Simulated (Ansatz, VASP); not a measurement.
# Fe2Ru: VASP beside Ansatz

Contents of INCAR:

```
ALGO = Normal ; EDIFF = 1E-6
EDIFFG = -0.04 ; ENCUT = 600
GGA = PE ; IBRION = 2
ISIF = 3 ; ISMEAR = 0
LASPH = T ; LCHARG = F
LREAL = F ; LWAVE = F
NELM = 60 ; NSW = 90
PREC = Accurate ; SIGMA = 0.1
```

KPOINTS

```
k-points
0
Gamma
  6 6 6
```

File POSCAR:

```
Fe2Ru
1.0
    0.0000000000      2.5714526119      2.5714526119
    2.5714526119      0.0000000000      2.5714526119
    2.5714526119      2.5714526119      0.0000000000
Fe Ru
2 1
Direct
    0.2500000000      0.2500000000      0.2500000000
    0.7500000000      0.7500000000      0.7500000000
    0.0000000000      0.0000000000      0.0000000000
```

Input for Ansatz:

```yaml
crystal:
  lattice:
    - [0.0, 2.5714526119, 2.5714526119]
    - [2.5714526119, 0.0, 2.5714526119]
    - [2.5714526119, 2.5714526119, 0.0]
  atoms:
    - { symbol: Fe, position: [0.25, 0.25, 0.25] }
    - { symbol: Fe, position: [0.75, 0.75, 0.75] }
    - { symbol: Ru, position: [0.0, 0.0, 0.0] }
basis:
  ecutwfc: 420
kpoints:
  mp_grid: { grid: [6, 6, 6] }
hamiltonian:
  xc: pbe
scf:
  occupations: { method: gaussian, width: 0.1 }
  lower_state_search: "off"
output:
  forces: true
  stress: true
  eigenvalues: true
relax:
  adjacent_minimum: "off"
  f_tol: 0.04
  max_steps: 70
  cell: { stress_tol: 0.4 }
```

Alike in both runs: task relaxation of cell and atoms; functional PBE; k mesh 6 × 6 × 6; occupations gaussian, width 0.1 eV; no spin polarisation.

|  | VASP | Ansatz |
| --- | --- | --- |
| version | VASP 6.6.1 | Ansatz 0.2.0 |
| potentials or method | VASP PAW PBE potentials, release 64 (Fe, Ru_pv), cutoff 600 eV | scalar-relativistic, plane waves, PAW |
| valence electrons in the cell | 30 | 48 |

```csv
,VASP,Ansatz,Ansatz less VASP
"gap on the k mesh at the Fermi level, each at its own relaxed structure (eV)",none,none,-
relaxed volume (Å³/atom),13.82,13.83,+0.010
relaxed length of the cell vector where the two differ most in proportion (Å),3.885,3.886,+0.0009
```

A gap of «none» marks a metal or a gap that the smearing closes. VASP's potentials hold 30 valence electrons a cell and Ansatz's 48, so a difference there can come from the potentials and not from the codes.

Noted on VASP's run: the volume moved by over 15 % at a fixed basis, so the end points are rough.
